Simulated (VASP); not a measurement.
A run of VASP 6.6.1:

File INCAR:

```
  PREC = Accurate
  ENCUT = 520
  EDIFF = 1E-7
  ISMEAR = 0
  SIGMA = 0.05
  LREAL = F
  LASPH = T
  NELM = 80
  ALGO = Normal
  ISIF = 2
  LWAVE = F
  LCHARG = F
  GGA = CA
  NBANDS = 26
```

KPOINTS

```
regular mesh
0
Gamma
  6 6 6
```

The input POSCAR:

```
HfIr3
1.0
    3.9260000000      0.0000000000      0.0000000000
    0.0000000000      3.9260000000      0.0000000000
    0.0000000000      0.0000000000      3.9260000000
Hf Ir
1 3
Direct
    0.0000000000      0.0000000000      0.0000000000
    0.0000000000      0.5000000000      0.5000000000
    0.5000000000      0.0000000000      0.5000000000
    0.5000000000      0.5000000000      0.0000000000
```

Potentials or basis: VASP PAW LDA potentials, release 64 (Hf_pv, Ir).

Run with:

```bash
$ cat potpaw_LDA.64/Hf_pv/POTCAR potpaw_LDA.64/Ir/POTCAR > POTCAR
$ mpirun -np 1 vasp_std > vasp.out
```

Hardware: 1 thread of AMD EPYC 9R45 96-Core Processor (Zen 5), with other jobs on the host.

**Question.** How long does it take, and how much memory?

**Answer.** It took 13 s on 1 thread of AMD EPYC 9R45 96-Core Processor (Zen 5), on a shared host, peak memory 0.13 GiB. Counts: scf iterations 14, k points 20.
